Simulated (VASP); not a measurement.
# TiAl3 (e600) (Pm-3m) in VASP: single point with PBEsol

Aim: the single point of TiAl3 (e600) with PBEsol.

Program: VASP 6.6.1. These are calculated values, not measurements. Logs are shortened: lines on timing, memory, paths and dates and some standing lists are left out, and cuts for length are marked.

**1. The cell of the first run**

The structure is cubic, space group Pm-3m (No. 221). The conventional cell has a = 3.948 Å, b = 3.948 Å, c = 3.948 Å, α = 90.00°, β = 90.00°, γ = 90.00°. Within 3.7 Å of Ti (site symmetry m-3m) lie 12 Al at 2.79 Å. Al (site symmetry 4/mmm) has 4 Ti at 2.79 Å and 8 Al at 2.79 Å within 3.7 Å.

**2. Single point, PBEsol**

Contents of INCAR:

```
SYSTEM = TiAl3
PREC = Accurate
ENCUT = 520
EDIFF = 1E-7
ISMEAR = 0
SIGMA = 0.1
LREAL = .False.
LASPH = .True.
NELM = 60
ALGO = Normal
ISIF = 2
LWAVE = .False.
LCHARG = .False.
GGA = PS
NBANDS = 18
```

Contents of KPOINTS:

```
regular mesh
0
Gamma
  10 10 10
  0 0 0
```

Contents of POSCAR:

```
TiAl3
1.0
    3.9479980998      0.0000000000      0.0000000000
    0.0000000000      3.9479980998      0.0000000000
    0.0000000000      0.0000000000      3.9479980998
Ti Al
1 3
Direct
    0.0000000000      0.0000000000      0.0000000000
    0.5000000000      0.5000000000      0.0000000000
    0.5000000000      0.0000000000      0.5000000000
    0.0000000000      0.5000000000      0.5000000000
```

Potentials or basis: VASP PAW PBE potentials, release 64 (Ti_sv, Al).

On the command line:

```sh
$ cat potpaw_PBE.64/Ti_sv/POTCAR potpaw_PBE.64/Al/POTCAR > POTCAR
$ mpirun -np 1 vasp_std > vasp.out
```

OUTCAR:

```text
SYSTEM = TiAl3
   PREC = Accurate
   ENCUT = 520
   EDIFF = 1E-7
   ISMEAR = 0
   LREAL = .False.
   LASPH = .True.
   NELM = 60
   ISIF = 2
   GGA = PS

 ion  position               nearest neighbor table
   1  0.000  0.000  0.000-   2 2.79   3 2.79   4 2.79   3 2.79   4 2.79   2 2.79   4 2.79   4 2.79
                             2 2.79   3 2.79   3 2.79   2 2.79
   2  0.500  0.500  0.000-   1 2.79   3 2.79   4 2.79   3 2.79   4 2.79   1 2.79   3 2.79   3 2.79
                             1 2.79   4 2.79   4 2.79   1 2.79
   3  0.500  0.000  0.500-   1 2.79   2 2.79   4 2.79   1 2.79   2 2.79   2 2.79   4 2.79   2 2.79
                             1 2.79   4 2.79   1 2.79   4 2.79
   4  0.000  0.500  0.500-   1 2.79   2 2.79   3 2.79   1 2.79   2 2.79   1 2.79   3 2.79   1 2.79
                             2 2.79   3 2.79   2 2.79   3 2.79

  LATTYP: Found a simple cubic cell.
 ALAT       =     3.9479980998

  Lattice vectors:

 A1 = (   3.9479980998,   0.0000000000,   0.0000000000)
 A2 = (   0.0000000000,   3.9479980998,   0.0000000000)
 A3 = (   0.0000000000,   0.0000000000,   3.9479980998)

Analysis of symmetry for initial positions (statically):
=====================================================================
 Subroutine PRICEL returns:
 Original cell was already a primitive cell.

 Routine SETGRP: Setting up the symmetry group for a
 simple cubic supercell.

 Subroutine GETGRP returns: Found 48 space group operations
 (whereof 48 operations were pure point group operations)
 out of a pool of 48 trial point group operations.

The static configuration has the point symmetry O_h .

Analysis of symmetry for dynamics (positions and initial velocities):
=====================================================================
 Subroutine PRICEL returns:
 Original cell was already a primitive cell.

 Routine SETGRP: Setting up the symmetry group for a
 simple cubic supercell.

 Subroutine GETGRP returns: Found 48 space group operations
 (whereof 48 operations were pure point group operations)
 out of a pool of 48 trial point group operations.

The dynamic configuration has the point symmetry O_h .

 Subroutine INISYM returns: Found 48 space group operations
 (whereof 48 operations are pure point group operations),
 and found     1 'primitive' translations

----------------------------------------------------------------------------------------

                                     Primitive cell

  volume of cell :      61.5362

  direct lattice vectors                    reciprocal lattice vectors
     3.947998100  0.000000000  0.000000000     0.253292928  0.000000000  0.000000000
[... 91 lines left out ...]
   LREAL  =      F    real-space projection
   EDIFFG = 0.1E-05   stopping-criterion for IOM
   NSW    =      0    number of steps for IOM
   IBRION =     -1    ionic relax: 0-MD 1-quasi-New 2-CG
   NFREE  =      0    steps in history (QN), initial steepest desc. (CG)
   ISIF   =      2    stress and relaxation
   ISYM   =      2    0-nonsym 1-usesym 2-fastsym
   POTIM  = 0.5000    time-step for ionic-motion
   TEBEG  =    0.0;   TEEND  =   0.0 temperature during run
   PSTRESS=    0.0 pullay stress
   NELECT =      21.0000    total number of electrons
   NUPDOWN=      -1.0000    fix difference up-down
   EMIN   =  10.00;   EMAX   =-10.00  energy-range for DOS
   EFERMI =   0.00;   METHOD = LEGACY
   ISMEAR =     0;   SIGMA  =   0.10  broadening in eV -4-tet -1-fermi 0-gaus
   EFERMI_NEDOS =   21; number of points for ismear=-14 and -15
   IALGO  =     38    algorithm
   IMIX   =      4    mixing-type and parameters
     AMIX     =   0.40;   BMIX     =  1.00
     AMIX_MAG =   1.60;   BMIX_MAG =  1.00
  volume/ion in A,a.u.               =      15.38       103.82
  Fermi-wavevector in a.u.,A,eV,Ry     =   1.144031  2.161904 17.807389  1.308806
  Thomas-Fermi vector in A             =   2.280724
   LORBIT       =      0    0 simple, 1 ext, 2 COOP (PROOUT), +10 PAW based schemes
   GGA     = PS    functional components
   LHFCALC =     F    Hartree Fock is set to
   AEXX    =    0.0000 exact exchange contribution
   IVDW    =     0    specifies the selected vdW correction
   LEPSILON=     F    determine dielectric tensor
   LRPA    =     F    only Hartree local field effects (RPA)
 non-spin polarized calculation
 Gauss-broadening in eV      SIGMA  =   0.10
  energy-cutoff  :      520.00
  volume of cell :       61.54
 maximum number of plane-waves:      1683
 NGX is ok and might be reduce to    30
   NGX = 15   NGY = 15   NGZ = 15

 number of electron      20.9999997 magnetization

 Free energy of the ion-electron system (eV)
  ---------------------------------------------------
  ext. energy  EPLUGINS =         0.00000000
  ---------------------------------------------------
  free energy    TOTEN  =       -22.12684115 eV

  energy without entropy =      -22.11599338  energy(sigma->0) =      -22.12141727

 E-fermi :   9.1351     XC(G=0): -10.9383

 val. band max:        9.1196916716   @ k =   0.4000   0.4000   0.1000
 cond. band min:       9.1633463526   @ k =   0.1000   0.1000   0.1000
 fundamental gap:      0.0436546810
 Fermi energy:         9.1350610076

 k-point     1 :       0.0000    0.0000    0.0000
  band No.  band energies     occupation
      1     -47.5928      2.00000
      2     -24.0014      2.00000
      3     -24.0014      2.00000
      4     -24.0014      2.00000
      5      -1.7471      2.00000
      6       5.9883      2.00000
[... 481 lines left out ...]
      5      -0.6990      2.00000
      6       3.0135      2.00000
[... 10 lines left out ...]
     17      13.3862      0.00000
     18      14.7019      0.00000

 [... further k-points ...]
[... 5 lines left out ...]
  --------------------------------------------------------------------------------------
  -------------------------------------------------------------------------------------
  Total        0.0544324      0.0544324      0.0544324     -0.0000000      0.0000000      0.0000000
  in kB        1.4172208      1.4172208      1.4172208     -0.0000000      0.0000000      0.0000000
  external PRESSURE =       1.4172208 kB  Pullay stress =       0.0000000 kB

 VOLUME and BASIS-vectors are now :
 -----------------------------------------------------------------------------
  energy-cutoff  :      520.00
  volume of cell :       61.54
      direct lattice vectors                 reciprocal lattice vectors
     3.947998100  0.000000000  0.000000000     0.253292928  0.000000000  0.000000000
     0.000000000  3.947998100  0.000000000     0.000000000  0.253292928  0.000000000
     0.000000000  0.000000000  3.947998100     0.000000000  0.000000000  0.253292928

 POSITION                                       TOTAL-FORCE (eV/Angst)
 -----------------------------------------------------------------------------------
      0.00000      0.00000      0.00000         0.000000      0.000000      0.000000
      1.97400      1.97400      0.00000         0.000000      0.000000      0.000000
      1.97400      0.00000      1.97400         0.000000      0.000000      0.000000
      0.00000      1.97400      1.97400         0.000000      0.000000      0.000000
 -----------------------------------------------------------------------------------
    total drift:                                0.000000     -0.000000      0.000000

  FREE ENERGIE OF THE ION-ELECTRON SYSTEM (eV)
  ---------------------------------------------------
  free  energy   TOTEN  =       -22.1268411524 eV

  energy  without entropy=      -22.1159933835  energy(sigma->0) =      -22.12141727
```

Run time: 25 s. Hardware: 1 thread of Intel Xeon 6975P-C (Granite Rapids), shared host; peak memory 0.2 GiB.

Results:

- Free energy: -22.1268 eV
- Pressure: 0.1 GPa

Caveat: the PAW data sets were made with another functional, which shifts forces and pressure a little.
